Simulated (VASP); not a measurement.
# Cu (I4/mmm) in VASP: notebook

Aim: see how the results for Cu move with the level of theory and the settings. Levels: BLYP, r2SCAN+D4, r2SCAN+D3(BJ). Tasks: relaxation of cell and atoms, single point.

All numbers are computed with VASP 6.6.1; they aren't measurements. Logs are shortened: lines on timing, memory, paths and dates and some standing lists are left out, and cuts for length are marked.

**1. The cell of the first run**

Symmetry: I4/mmm, No. 139, tetragonal system. Conventional cell: a = 2.886 Å, b = 2.886 Å, c = 2.752 Å, α = 90.00°, β = 90.00°, γ = 90.00°. Within 3.2 Å of Cu (site symmetry 4/mmm) lie 14 Cu at 2.46 to 2.89 Å.

**2. Relaxation of cell and atoms, BLYP**

INCAR reads:

```
SYSTEM = Cu
AGGAC = 1.0
AGGAX = 1.0
ALDAC = 0.0
ALDAX = 1.0
ALGO = Fast
EDIFF = 1E-7
EDIFFG = -0.01
ENCUT = 600
GGA = B5
IBRION = 2
ISIF = 3
ISMEAR = -1
LASPH = .TRUE.
LCHARG = .FALSE.
LREAL = .FALSE.
LWAVE = .FALSE.
NELM = 60
NSW = 60
PREC = Accurate
SIGMA = 0.05
```

KPOINTS reads:

```
k-points
0
G
  13 13 13
  0 0 0
```

POSCAR reads:

```
Cu
1.0
   -1.4427933200      1.4427933200      1.3760814500
    1.4427933200     -1.4427933200      1.3760814500
    1.4427933200      1.4427933200     -1.3760814500
Cu
1
Direct
    0.0000000000      0.0000000000      0.0000000000
```

Potentials or basis: VASP PAW PBE potentials, release 64 (Cu).

Launch:

```bash
cat potpaw_PBE.64/Cu/POTCAR > POTCAR
mpirun -np 1 vasp_std > vasp.out
```

OUTCAR:

```text
SYSTEM = Cu
   EDIFF = 1E-7
   EDIFFG = -0.01
   ENCUT = 600
   GGA = B5
   IBRION = 2
   ISIF = 3
   ISMEAR = -1
   LASPH = .TRUE.
   LREAL = .FALSE.
   NELM = 60
   NSW = 60
   PREC = Accurate

 ion  position               nearest neighbor table
   1  0.000  0.000  0.000-

  LATTYP: Found a body centered tetragonal cell.
 ALAT       =     2.8855866400
 C/A-ratio  =     0.9537620052

  Lattice vectors:

 A1 = (  -1.4427933200,   1.4427933200,   1.3760814500)
 A2 = (   1.4427933200,  -1.4427933200,   1.3760814500)
 A3 = (   1.4427933200,   1.4427933200,  -1.3760814500)

Analysis of symmetry for initial positions (statically):
=====================================================================
 Subroutine PRICEL returns:
 Original cell was already a primitive cell.

 Routine SETGRP: Setting up the symmetry group for a
 body centered tetragonal supercell.

 Subroutine GETGRP returns: Found 16 space group operations
 (whereof 16 operations were pure point group operations)
 out of a pool of 16 trial point group operations.

The static configuration has the point symmetry D_4h.

Analysis of symmetry for dynamics (positions and initial velocities):
=====================================================================
 Subroutine PRICEL returns:
 Original cell was already a primitive cell.

 Routine SETGRP: Setting up the symmetry group for a
 body centered tetragonal supercell.

 Subroutine GETGRP returns: Found 16 space group operations
 (whereof 16 operations were pure point group operations)
 out of a pool of 16 trial point group operations.

The dynamic configuration has the point symmetry D_4h.

 Subroutine INISYM returns: Found 16 space group operations
 (whereof 16 operations are pure point group operations),
 and found     1 'primitive' translations

----------------------------------------------------------------------------------------

                                     Primitive cell

  volume of cell :      11.4581

  direct lattice vectors                    reciprocal lattice vectors
    -1.442793320  1.442793320  1.376081450     0.000000000  0.346549983  0.363350585
     1.442793320 -1.442793320  1.376081450     0.346549983  0.000000000  0.363350585
     1.442793320  1.442793320 -1.376081450     0.346549983  0.346549983  0.000000000

  length of vectors
     2.461078074  2.461078074  2.461078074     0.502116060  0.502116060  0.490095685

  position of ions in fractional coordinates (direct lattice)
     0.000000000  0.000000000  0.000000000

  ion indices of the primitive-cell ions
   primitive index   ion index
                 1           1

----------------------------------------------------------------------------------------

 KPOINTS: k-points

Automatic generation of k-mesh.
 Grid dimensions read from file:
 generate k-points for:   13   13   13

 Generating k-lattice:

  Cartesian coordinates                     Fractional coordinates (reciprocal lattice)
     0.000000000  0.026657691  0.027950045     0.076923077 -0.000000000  0.000000000
     0.026657691  0.000000000  0.027950045    -0.000000000  0.076923077  0.000000000
     0.026657691  0.026657691  0.000000000     0.000000000  0.000000000  0.076923077

  Length of vectors
     0.038624312  0.038624312  0.037699668

  Shift w.r.t. Gamma in fractional coordinates (k-lattice)
     0.000000000  0.000000000  0.000000000

 Subroutine IBZKPT returns following result:
 ===========================================

 Found    196 irreducible k-points:

 Following reciprocal coordinates:
            Coordinates               Weight
  0.000000  0.000000  0.000000      1.000000
  0.076923  0.000000  0.000000      8.000000
  0.153846  0.000000  0.000000      8.000000
  0.230769 -0.000000  0.000000      8.000000
  0.307692  0.000000  0.000000      8.000000
  0.384615 -0.000000  0.000000      8.000000
[... 16 lines left out ...]
  0.384615  0.153846  0.000000     16.000000
  0.461538  0.153846  0.000000     16.000000
 [... further k-points ...]
   k-points           NKPTS =    196   k-points in BZ     NKDIM =    196   number of bands    NBANDS=      9
   number of dos      NEDOS =    301   number of ions     NIONS =      1
   total plane-waves  NPLWV =   8000
   dimension x,y,z NGX =    20 NGY =   20 NGZ =   20
   dimension x,y,z NGXF=    40 NGYF=   40 NGZF=   40
   ions per type =               1
   NGX,Y,Z   is equivalent  to a cutoff of  13.51, 13.51, 13.51 a.u.
   NGXF,Y,Z  is equivalent  to a cutoff of  27.02, 27.02, 27.02 a.u.
 SYSTEM =  Cu
   PREC   = accura    normal or accurate (medium, high low for compatibility)
   ISTART =      0    job   : 0-new  1-cont  2-samecut
   ICHARG =      2    charge: 1-file 2-atom 10-const
   ISPIN  =      1    spin polarized calculation?
   LNONCOLLINEAR =      F non collinear calculations
   LSORBIT =      F    spin-orbit coupling
   LASPH  =      T    aspherical Exc in radial PAW
   ENCUT  =  600.0 eV  44.10 Ry    6.64 a.u.   4.92  4.92  4.92*2*pi/ulx,y,z
   NELM   =     60;   NELMIN=  2; NELMDL= -5     # of ELM steps
   EDIFF  = 0.1E-06   stopping-criterion for ELM
   LREAL  =      F    real-space projection
   EDIFFG = -.1E-01   stopping-criterion for IOM
   NSW    =     60    number of steps for IOM
   IBRION =      2    ionic relax: 0-MD 1-quasi-New 2-CG
   NFREE  =      1    steps in history (QN), initial steepest desc. (CG)
   ISIF   =      3    stress and relaxation
   ISYM   =      2    0-nonsym 1-usesym 2-fastsym
   POTIM  = 0.5000    time-step for ionic-motion
   TEBEG  =    0.0;   TEEND  =   0.0 temperature during run
   PSTRESS=    0.0 pullay stress
   NELECT =      11.0000    total number of electrons
   NUPDOWN=      -1.0000    fix difference up-down
   EMIN   =  10.00;   EMAX   =-10.00  energy-range for DOS
   EFERMI =   0.00;   METHOD = LEGACY
   ISMEAR =    -1;   SIGMA  =   0.05  broadening in eV -4-tet -1-fermi 0-gaus
   EFERMI_NEDOS =   21; number of points for ismear=-14 and -15
   IALGO  =     68    algorithm
   IMIX   =      4    mixing-type and parameters
     AMIX     =   0.40;   BMIX     =  1.00
     AMIX_MAG =   1.60;   BMIX_MAG =  1.00
  volume/ion in A,a.u.               =      11.46        77.32
  Fermi-wavevector in a.u.,A,eV,Ry     =   1.614984  3.051878 35.486359  2.608174
  Thomas-Fermi vector in A             =   2.709805
   LORBIT       =      0    0 simple, 1 ext, 2 COOP (PROOUT), +10 PAW based schemes
   GGA     = B5    functional components
   LHFCALC =     F    Hartree Fock is set to
   AEXX    =    0.0000 exact exchange contribution
   IVDW    =     0    specifies the selected vdW correction
   LEPSILON=     F    determine dielectric tensor
   LRPA    =     F    only Hartree local field effects (RPA)
 conjugate gradient relaxation of ions
 non-spin polarized calculation
 RMM-DIIS sequential band-by-band and
  energy-cutoff  :      600.00
  volume of cell :       11.46
 maximum number of plane-waves:       400
   NGX =  9   NGY =  9   NGZ =  9

--------------------------------------- Ionic step        1  -------------------------------------------

 number of electron      11.0000000 magnetization

 Free energy of the ion-electron system (eV)
  ---------------------------------------------------
  ext. energy  EPLUGINS =         0.00000000
  ---------------------------------------------------
  free energy    TOTEN  =        -2.89058611 eV

  energy without entropy =       -2.88793019  energy(sigma->0) =       -2.88925815

------------------------ aborting loop because EDIFF is reached ----------------------------------------

  FORCE on cell =-STRESS in cart. coord.  units (eV):
  Direction    XX          YY          ZZ          XY          YZ          ZX
  --------------------------------------------------------------------------------------
  -------------------------------------------------------------------------------------
  Total        1.2118952      1.2118952      1.1613067      0.0000000      0.0000000      0.0000000
  in kB      169.4584631    169.4584631    162.3847172      0.0000000      0.0000000      0.0000000
  external PRESSURE =     167.1005478 kB  Pullay stress =       0.0000000 kB
[... 86 lines left out ...]
  FREE ENERGIE OF THE ION-ELECTRON SYSTEM (eV)
  ---------------------------------------------------
  free  energy   TOTEN  =        -2.9552678737 eV

  energy  without entropy=       -2.9530065375  energy(sigma->0) =       -2.95413721

[... ionic steps 4 to 10 ...]

--------------------------------------- Ionic step       11  -------------------------------------------

 number of electron      11.0000002 magnetization

------------------------ aborting loop because EDIFF is reached ----------------------------------------

  FORCE on cell =-STRESS in cart. coord.  units (eV):
  Direction    XX          YY          ZZ          XY          YZ          ZX
  --------------------------------------------------------------------------------------
  -------------------------------------------------------------------------------------
  Total       -0.1549759     -0.1549759     -0.1087374      0.0000000      0.0000000      0.0000000
  in kB      -19.0083201    -19.0083201    -13.3370029      0.0000000      0.0000000      0.0000000
  external PRESSURE =     -17.1178810 kB  Pullay stress =       0.0000000 kB
[... 55 lines left out ...]
  energy  without entropy=       -2.9566900870  energy(sigma->0) =       -2.95734837

--------------------------------------- Ionic step       13  -------------------------------------------

 number of electron      11.0000002 magnetization

 Free energy of the ion-electron system (eV)
  ---------------------------------------------------
  ext. energy  EPLUGINS =         0.00000000
  ---------------------------------------------------
  free energy    TOTEN  =        -2.95801386 eV

  energy without entropy =       -2.95667302  energy(sigma->0) =       -2.95734344

 E-fermi :   7.0154     XC(G=0): -11.6738

 val. band max:        6.9464420615   @ k =  -0.1538   0.4615   0.0769
 cond. band min:       7.0614864717   @ k =  -0.2308  -0.3077   0.2308
 fundamental gap:      0.1150444102
 Fermi energy:         7.0153726107

 k-point     1 :       0.0000    0.0000    0.0000
  band No.  band energies     occupation
      1      -1.5849      2.00000
      2       3.8086      2.00000
      3       4.3319      2.00000
      4       4.3319      2.00000
      5       4.6271      2.00000
      6       5.1968      2.00000
      7      29.1201      0.00000
      8      29.1201      0.00000
      9      32.4745      0.00000
[... 265 lines left out ...]
 k-point    24 :       0.4615    0.1538    0.0000
  band No.  band energies     occupation
      1       2.7705      2.00000
      2       3.4243      2.00000
      3       4.5895      2.00000
      4       4.9728      2.00000
      5       5.3214      2.00000
      6       8.0121      0.00000
      7      12.6830      0.00000
      8      17.8034      0.00000
      9      22.9381      0.00000

 [... further k-points ...]

------------------------ aborting loop because EDIFF is reached ----------------------------------------

  FORCE on cell =-STRESS in cart. coord.  units (eV):
  Direction    XX          YY          ZZ          XY          YZ          ZX
  --------------------------------------------------------------------------------------
  -------------------------------------------------------------------------------------
  Total        0.0027920      0.0027920      0.0060622      0.0000000      0.0000000      0.0000000
  in kB        0.3478230      0.3478230      0.7552326      0.0000000      0.0000000      0.0000000
  external PRESSURE =       0.4836262 kB  Pullay stress =       0.0000000 kB
[... 16 lines left out ...]
  FREE ENERGIE OF THE ION-ELECTRON SYSTEM (eV)
  ---------------------------------------------------
  free  energy   TOTEN  =        -2.9580138612 eV

  energy  without entropy=       -2.9566730172  energy(sigma->0) =       -2.95734344

 reached required accuracy - stopping structural energy minimisation
```

It took 3.8 min on 1 thread of AMD EPYC 9R45 (Zen 5), shared host; peak memory 0.12 GiB.

Results:

```
Free energy                            : -2.9580 eV
Relaxed volume                         : 12.86 Å³/atom
Relaxed cell                           : a = 2.568 Å, b = 2.568 Å, c = 2.568 Å, α = 105.81°, β = 105.81°, γ = 117.08°
Space group after relaxing (to 0.05 Å) : I4/mmm (No. 139)
Energy gained by relaxing              : 67.4 meV/atom
Ionic steps                            : 13
Pressure after relaxing                : 0.0 GPa
```

The path:
```csv
step,energy change (eV),largest force (eV/Å),pressure (GPa),volume (Å³)
1,0.0000,0.0000,16.71,11.46
2,-0.0526,0.0000,-5.30,13.56
3,-0.0647,0.0000,-0.01,12.84
4,-0.0650,0.0000,0.04,12.84
5,-0.0656,0.0000,-0.01,12.85
6,-0.0662,0.0000,-2.51,12.85
7,-0.0673,0.0000,0.28,12.83
8,-0.0669,0.0000,0.18,12.84
9,-0.0674,0.0000,0.10,12.84
10,-0.0674,0.0000,0.55,12.84
11,-0.0663,0.0000,-1.71,13.06
12,-0.0674,0.0000,-0.35,12.88
13,-0.0674,0.0000,0.05,12.86
```

Final structure:
```yaml
crystal:
  lattice:
    - [-1.54888, 1.54888, 1.34020]
    - [1.54888, -1.54888, 1.34020]
    - [1.54888, 1.54888, -1.34020]
  atoms:
    - { symbol: Cu, position: [0.00000, 0.00000, 0.00000] }
```

Levels at points of the mesh, in eV from the Fermi level:
```tsv
k point	band 3	band 4	band 5	band 6	band 7	band 8	band 9
(0.00, 0.00, 0.00)	-2.68	-2.68	-2.39	-1.82	22.10	22.10	25.46
```

Caveat: the PAW data sets were made with another functional, which shifts forces and pressure a little.

**3. Single point, r2SCAN+D4**

POSCAR is that of step 2.

INCAR.step1 reads:

```
SYSTEM = Cu
  PREC = Accurate
  ENCUT = 520
  ISMEAR = -5
  SIGMA = 0.05
  LREAL = .FALSE.
  LASPH = .TRUE.
  NELM = 100
  NBANDS = 12
  GGA = PE
  ALGO = Normal
  EDIFF = 1E-4
  LWAVE = .TRUE.
  LCHARG = .FALSE.
```

INCAR.step2 reads:

```
SYSTEM = Cu
  PREC = Accurate
  ENCUT = 520
  EDIFF = 1E-6
  ISMEAR = -5
  SIGMA = 0.05
  LREAL = .FALSE.
  LASPH = .TRUE.
  NELM = 100
  ALGO = Normal
  ISIF = 2
  LWAVE = .FALSE.
  LCHARG = .TRUE.
  METAGGA = R2SCAN
  LMIXTAU = .TRUE.
  IVDW = 13
  VDW_S6 = 1.0
  VDW_S8 = 0.6018749
  VDW_A1 = 0.51559235
  VDW_A2 = 5.77342911
  LELF = .TRUE.
  LVHAR = .TRUE.
  NBANDS = 12
  ISTART = 1
```

KPOINTS reads:

```
regular mesh
0
G
  13 13 13
  0 0 0
```

Potentials or basis: VASP PAW PBE potentials, release 64 (Cu).

Launch:

```bash
cat potpaw_PBE.64/Cu/POTCAR > POTCAR
cp INCAR.step1 INCAR
mpirun -np 1 vasp_std > vasp.out
cp INCAR.step2 INCAR
mpirun -np 1 vasp_std > vasp.out
```

It took 41 s on 1 thread of Intel Xeon 6975P-C (Granite Rapids), shared host; peak memory 0.15 GiB.

Results (log left out):

| Item | Value |
| --- | --- |
| Free energy | -10.9913 eV |
| Pressure | -1.4 GPa |
| Dispersion energy per atom | -0.198 eV |

Levels at points of the mesh, in eV from the Fermi level:
```csv
k point,band 3,band 4,band 5,band 6,band 7,band 8,band 9,band 10
"(0.00, 0.00, 0.00)",-3.30,-3.30,-2.43,-2.23,25.79,25.79,27.10,30.08
```

Caveat: the PAW data sets were made with another functional, which shifts forces and pressure a little; pairwise dispersion overbinds metals, which lowers pressure and volume; tetrahedron occupations give inexact forces and stress in metals.

**4. Single point, r2SCAN+D3(BJ), collinear spin, ferromagnetic start**

POSCAR is that of step 3.

INCAR.step1, as its differences from that of step 3:

```diff
@@ -7,4 +7,7 @@
   LASPH = .TRUE.
-  NELM = 100
-  NBANDS = 12
+  NELM = 150
+  ISPIN = 2
+  MAGMOM = 0.6
+  LMAXMIX = 4
+  NBANDS = 16
   GGA = PE
```

INCAR.step2 reads:

```
SYSTEM = Cu
  PREC = Accurate
  ENCUT = 520
  EDIFF = 1E-6
  ISMEAR = -5
  SIGMA = 0.05
  LREAL = .FALSE.
  LASPH = .TRUE.
  NELM = 150
  ALGO = Normal
  ISIF = 2
  LWAVE = .FALSE.
  LCHARG = .TRUE.
  ISPIN = 2
  MAGMOM = 0.6
  LORBIT = 11
  LMAXMIX = 4
  METAGGA = R2SCAN
  LMIXTAU = .TRUE.
  IVDW = 12
  VDW_S6 = 1.0
  VDW_S8 = 0.78981345
  VDW_A1 = 0.49484001
  VDW_A2 = 5.73083694
  LELF = .TRUE.
  LVHAR = .TRUE.
  NBANDS = 16
  ISTART = 1
```

KPOINTS is that of step 3.

Launch:

```bash
cat potpaw_PBE.64/Cu/POTCAR > POTCAR
cp INCAR.step1 INCAR
mpirun -np 1 vasp_std > vasp.out
cp INCAR.step2 INCAR
mpirun -np 1 vasp_std > vasp.out
```

Run time: 1.7 min. Hardware: 1 thread of Intel Xeon 6975P-C (Granite Rapids), shared host; peak memory 0.21 GiB.

Results (log left out):

```yaml
Free_energy: -11.0758 eV
Pressure: -3.1 GPa
Net_moment: 0.00 μB per cell
Valence_electrons_inside_the_program's_atomic_spheres: Cu 10.09
Dispersion_energy_per_atom: -0.283 eV
```

Levels at points of the mesh, in eV from the Fermi level:
Spin up:
```csv
k point,band 4,band 5,band 6,band 7,band 8,band 9
"(0.00, 0.00, 0.00)",-3.30,-2.43,-2.23,25.79,25.79,27.10
```
Spin down:
| k point | band 3 | band 4 | band 5 | band 6 | band 7 | band 8 | band 9 | band 10 |
| --- | --- | --- | --- | --- | --- | --- | --- | --- |
| (0.00, 0.00, 0.00) | -3.30 | -3.30 | -2.43 | -2.23 | 25.79 | 25.79 | 27.10 | 30.08 |

Caveat: the PAW data sets were made with another functional, which shifts forces and pressure a little; pairwise dispersion overbinds metals, which lowers pressure and volume; tetrahedron occupations give inexact forces and stress in metals.

**5. Overview**

```csv
task,level,spin,cell,cutoff (eV),smearing,gap on the mesh (eV),pressure (GPa)
relaxation of cell and atoms,BLYP,off,relaxed,600,fermi-dirac 0.05 eV,none,0.0
single point,r2SCAN+D4,off,as given,520,tetrahedron,none,-1.4
single point,r2SCAN+D3(BJ),"collinear, ferromagnetic start",as given,520,tetrahedron,none,-3.1
```

Alike in all rows: potentials or basis VASP PAW PBE potentials, release 64 (Cu); k mesh 13 × 13 × 13.

Caveats: the PAW data sets were made with another functional, which shifts forces and pressure a little; pairwise dispersion overbinds metals, which lowers pressure and volume (some runs); tetrahedron occupations give inexact forces and stress in metals (some runs).

Absolute energies hang on the potentials; compare differences alone.
